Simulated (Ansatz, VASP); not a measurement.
Two plane-wave programs on SiO2

```
Si O
1.0
     4.15515    0.00000    0.00000
     0.00000    4.15515    0.00000
     0.00000    0.00000    2.46970
Si O
2 4
Cartesian
  2.0776 2.0776 1.2349
  0.0000 0.0000 0.0000
  2.8854 2.8854 0.0000
  0.8079 3.3473 1.2349
  1.2697 1.2697 0.0000
  3.3473 0.8079 1.2349
```

Alike in both runs: task single point; functional LDA; k mesh 6 × 6 × 8; occupations gaussian, width 0.05 eV; no spin polarisation.

```csv
,VASP,Ansatz
version,VASP 6.6.1,Ansatz 0.2.0
potentials or method,"VASP PAW LDA potentials, release 64 (Si, O_h), cutoff 910 eV","scalar-relativistic, plane waves, PAW"
valence electrons in the cell,32,32
```

|  | VASP | Ansatz | Ansatz less VASP |
| --- | --- | --- | --- |
| gap on the k mesh at the Fermi level (eV) | 7.41 | 7.39 | -0.017 |
| least direct gap on the mesh (eV) | 7.41 | 7.39 | -0.017 |
| rms of the force components (eV/Å) | 0.175 | 0.157 | -0.0178 |

Ansatz warns that its potentials were made for another functional, while VASP's fit it. LDA's correlation is that of Perdew and Zunger in VASP and of Perdew and Wang (1992) in Ansatz. Atom by atom the forces differ by 0.018 eV/Å (rms over components).

Noted on VASP's run: the cutoff is short for stress, so the pressure is rough.
